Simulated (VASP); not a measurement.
Write the native input for VASP 6.6.1 that does the following.

```yaml
Task: single point
Functional: r2SCAN
Potentials_or_basis: VASP PAW PBE potentials, release 64 (Sn_d, Te)
Cutoff: 520 eV
k_mesh: 2 × 2 × 2
Occupations: fermi-dirac, width 0.02 eV
Spin: no spin polarisation
Dipole_correction: no
Further_INCAR_settings: ALGO = Normal; EDIFF = 1e-06; NBANDS = 20
```

Crystal: SnTe2.

```xyz
3
Lattice="0.0000 3.7010 3.7010 3.7010 0.0000 3.7010 3.7010 3.7010 0.0000" Properties=species:S:1:pos:R:3 pbc="T T T"
Sn    0.0000    0.0000    0.0000
Te    1.8505    1.8505    1.8505
Te    5.5516    5.5516    5.5516
```

The input as run:

POSCAR

```
SnTe2
1.0
    0.0000000000      3.7010376726      3.7010376726
    3.7010376726      0.0000000000      3.7010376726
    3.7010376726      3.7010376726      0.0000000000
Sn Te
1 2
Direct
    0.0000000000      0.0000000000      0.0000000000
    0.2500000000      0.2500000000      0.2500000000
    0.7500000000      0.7500000000      0.7500000000
```

INCAR.step1

```
PREC     = Accurate       # precision mode
ENCUT    = 520            # plane-wave cutoff, eV
ISMEAR   = -1             # smearing method
SIGMA    = 0.02           # smearing width, eV
LREAL    = F              # projectors in reciprocal space
LASPH    = T              # aspherical terms in the spheres
NELM     = 100            # most SCF steps
NBANDS   = 20             # bands
GGA      = PE             # functional
ALGO     = Normal         # electronic algorithm
EDIFF    = 1E-4           # SCF threshold, eV
LWAVE    = T              # write WAVECAR
LCHARG   = F              # write CHGCAR
```

INCAR.step2

```
PREC     = Accurate       # precision mode
ENCUT    = 520            # plane-wave cutoff, eV
EDIFF    = 1E-6           # SCF threshold, eV
ISMEAR   = -1             # smearing method
SIGMA    = 0.02           # smearing width, eV
LREAL    = F              # projectors in reciprocal space
LASPH    = T              # aspherical terms in the spheres
NELM     = 100            # most SCF steps
ALGO     = Normal         # electronic algorithm
ISIF     = 2              # what is computed and relaxed
LWAVE    = F              # write WAVECAR
LCHARG   = T              # write CHGCAR
METAGGA  = R2SCAN         # meta-GGA
LMIXTAU  = T            
LELF     = T              # ELF
LVHAR    = T            
NBANDS   = 20             # bands
ISTART   = 1
```

KPOINTS

```
regular mesh
0
Gamma
  2 2 2
```

Potentials or basis: VASP PAW PBE potentials, release 64 (Sn_d, Te).

Launch:

```bash
$ cat potpaw_PBE.64/Sn_d/POTCAR potpaw_PBE.64/Te/POTCAR > POTCAR
$ cp INCAR.step1 INCAR
$ mpirun -np 1 vasp_std > vasp.out
$ cp INCAR.step2 INCAR
$ mpirun -np 1 vasp_std > vasp.out
```

It gave:

```
Pressure               : -3.2 GPa
Band gap on the k mesh : zero (band 13 reaches 5.86 eV, above the bottom of band 14 at 3.86 eV)
```

Caveat: the k points lie up to 0.74 Å⁻¹ apart; the PAW data sets were made with another functional, which shifts forces and pressure a little; spin-orbit coupling is left out, which moves the levels of the heavy elements.

It took 65 s on 1 thread of Intel Xeon 6975P-C, on a shared host, peak memory 0.26 GiB.
